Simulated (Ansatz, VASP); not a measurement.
## HfC: VASP beside Ansatz

Contents of INCAR:

```
SYSTEM = HfC
PREC     = Accurate       ! precision mode
ENCUT    = 520            ! plane-wave cutoff, eV
EDIFF    = 1E-6           ! SCF threshold, eV
ISMEAR   = -1             ! smearing method
SIGMA    = 0.08           ! smearing width, eV
LREAL    = .False.        ! projectors in reciprocal space
LASPH    = .True.         ! aspherical terms in the spheres
NELM     = 80             ! most SCF steps
ALGO     = Normal         ! electronic algorithm
ISIF     = 2              ! what is computed and relaxed
LWAVE    = .False.        ! write WAVECAR
LCHARG   = .False.        ! write CHGCAR
GGA      = PE             ! functional
NBANDS   = 14             ! bands
```

Contents of KPOINTS:

```
regular mesh
0
Gamma
  14 14 14
  0 0 0
```

POSCAR

```
HfC
1.0
    2.6934721103      0.0000000000      0.0000000000
    0.0000000000      2.6934721103      0.0000000000
    0.0000000000      0.0000000000      2.6934721103
Hf C
1 1
Direct
    0.0000000000      0.0000000000      0.0000000000
    0.5000000000      0.5000000000      0.5000000000
```

Input for Ansatz:

```yaml
crystal:
  lattice:
    - [2.6934721103, 0.0, 0.0]
    - [0.0, 2.6934721103, 0.0]
    - [0.0, 0.0, 2.6934721103]
  atoms:
    - { symbol: Hf, position: [0.0, 0.0, 0.0] }
    - { symbol: C, position: [0.5, 0.5, 0.5] }
kpoints:
  mp_grid: { grid: [14, 14, 14] }
scf:
  occupations: { method: fermi_dirac, width: 0.08 }
hamiltonian:
  xc: pbe
  pseudopotentials: { kind: all_electron, lapw: { basis_error: 0.001 } }
output:
  forces: true
  stress: true
  eigenvalues: true
  populations: true
```

Change from the starting cell: volume scaled by 0.8, LAPW.

Alike in both runs: task single point; functional PBE; k mesh 14 × 14 × 14; occupations fermi-dirac, width 0.08 eV; no spin polarisation.

|  | VASP | Ansatz |
| --- | --- | --- |
| version | VASP 6.6.1 | Ansatz 0.2.0 |
| potentials or method | VASP PAW PBE potentials, release 64 (Hf_pv, C), cutoff 520 eV | all-electron LAPW, scalar-relativistic |

|  | VASP | Ansatz | Ansatz less VASP |
| --- | --- | --- | --- |
| pressure (GPa) | 68.8 | 70.8 | +2.08 |

Both programs put the cell under a high pressure, so it lies far from rest at this level. Ansatz ran all-electron here, and VASP with PAW potentials.

Neither program's run includes spin-orbit coupling. Noted on VASP's run: the cell as given lies far from equilibrium.
